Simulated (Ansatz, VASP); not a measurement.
Two plane-wave programs on CoO

```
Co O
1.0
     0.00000    2.13150    2.13150
     2.13150    0.00000    2.13150
     2.13150    2.13150    0.00000
Co O
1 1
Direct
  0.00000 0.00000 0.00000
  0.50000 0.50000 0.50000
```

Alike in both runs: task single point; functional LDA; k mesh 8 × 8 × 8; occupations gaussian, width 0.05 eV; collinear spin; Hubbard terms Co d U = 4.0 eV.

```csv
,VASP,Ansatz
version,VASP 6.6.1,Ansatz 0.2.0
potentials or method,"VASP PAW LDA potentials, release 64 (Co_sv, O), cutoff 600 eV","scalar-relativistic, plane waves, PAW"
valence electrons in the cell,23,23
```

```tsv
	VASP	Ansatz	Ansatz less VASP
gap on the k mesh at the Fermi level (eV)	none	none	-
pressure (GPa)	-19.0	-15.7	+3.29
net moment per atom (μB)	1.50	1.42	-0.076
size of the moment on the site where the two differ most (μB)	2.67	2.48	-0.192
```

LDA's correlation is that of Perdew and Zunger in VASP and of Perdew and Wang (1992) in Ansatz. Site moments also hang on the region over which each program counts them. The programs project onto different local orbitals, so the same U acts differently, and such runs can settle in different states. A gap of «none» marks a metal or a gap that the smearing closes. Ansatz's warnings: filled band counts differ across k points.
